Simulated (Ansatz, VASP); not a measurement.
**SiO2: VASP beside Ansatz**

The input INCAR:

```
PREC     = Accurate       # precision mode
ENCUT    = 520            # plane-wave cutoff, eV
EDIFF    = 1E-8           # SCF threshold, eV
ISMEAR   = -1             # smearing method
SIGMA    = 0.03           # smearing width, eV
LREAL    = F              # projectors in reciprocal space
LASPH    = T              # aspherical terms in the spheres
NELM     = 60             # most SCF steps
ALGO     = Normal         # electronic algorithm
ISIF     = 2              # what is computed and relaxed
LWAVE    = F              # write WAVECAR
LCHARG   = F              # write CHGCAR
GGA      = PS             # functional
LEFG     = T            
NBANDS   = 25             # bands
```

File KPOINTS:

```
regular mesh
0
Gamma
  7 7 7
```

The input POSCAR:

```
SiO2
1.0
   -2.3255864014      2.3255864014      3.6675703910
    2.3255864014     -2.3255864014      3.6675703910
    2.3255864014      2.3255864014     -3.6675703910
Si O
2 4
Direct
    0.0000000000      0.0000000000      0.0000000000
    0.7500000000      0.2500000000      0.5000000000
    0.9983800000      0.6250000000      0.8733800000
    0.3750000000      0.2483800000      0.3733800000
    0.7516200000      0.1250000000      0.1266200000
    0.8750000000      0.0016200000      0.6266200000
```

Input for Ansatz:

```yaml
crystal:
  lattice:
    - [-2.3255864014, 2.3255864014, 3.667570391]
    - [2.3255864014, -2.3255864014, 3.667570391]
    - [2.3255864014, 2.3255864014, -3.667570391]
  atoms:
    - { symbol: Si, position: [0.0, 0.0, 0.0] }
    - { symbol: Si, position: [0.75, 0.25, 0.5] }
    - { symbol: O, position: [0.99838, 0.625, 0.87338] }
    - { symbol: O, position: [0.375, 0.24838, 0.37338] }
    - { symbol: O, position: [0.75162, 0.125, 0.12662] }
    - { symbol: O, position: [0.875, 0.00162, 0.62662] }
kpoints:
  mp_grid: { grid: [7, 7, 7] }
scf:
  occupations: { method: fermi_dirac, width: 0.03 }
hamiltonian:
  xc: pbesol
  pseudopotentials: { kind: all_electron, datasets: crystal }
output:
  forces: true
  stress: true
  eigenvalues: true
  efg: { contact_densities: true }
```

Change from the starting cell: volume scaled by 0.94, crystal datasets.

Alike in both runs: task electric field gradients; functional PBEsol; k mesh 7 × 7 × 7; occupations fermi-dirac, width 0.03 eV; no spin polarisation.

|  | VASP | Ansatz |
| --- | --- | --- |
| version | VASP 6.6.1 | Ansatz 0.2.0 |
| potentials or method | VASP PAW PBE potentials, release 64 (Si, O), cutoff 520 eV | all-electron PAW with datasets made for the crystal, scalar-relativistic |

```tsv
	VASP	Ansatz	Ansatz less VASP
gap on the k mesh at the Fermi level (eV)	6.36	6.37	+0.008
pressure (GPa)	13.8	12.9	-0.83
traceless stress, the component that is largest in VASP (GPa)	-1.05	-1.14	-0.093
rms of the force components (eV/Å)	0.427	0.405	-0.0221
size of Vzz on the site where it differs most (V/Å²)	73.3	75.8	+2.52
```

VASP's potentials were made for PBE, not for PBEsol. Atom by atom the forces differ by 0.022 eV/Å (rms over components). Ansatz ran all-electron here, and VASP with PAW potentials.
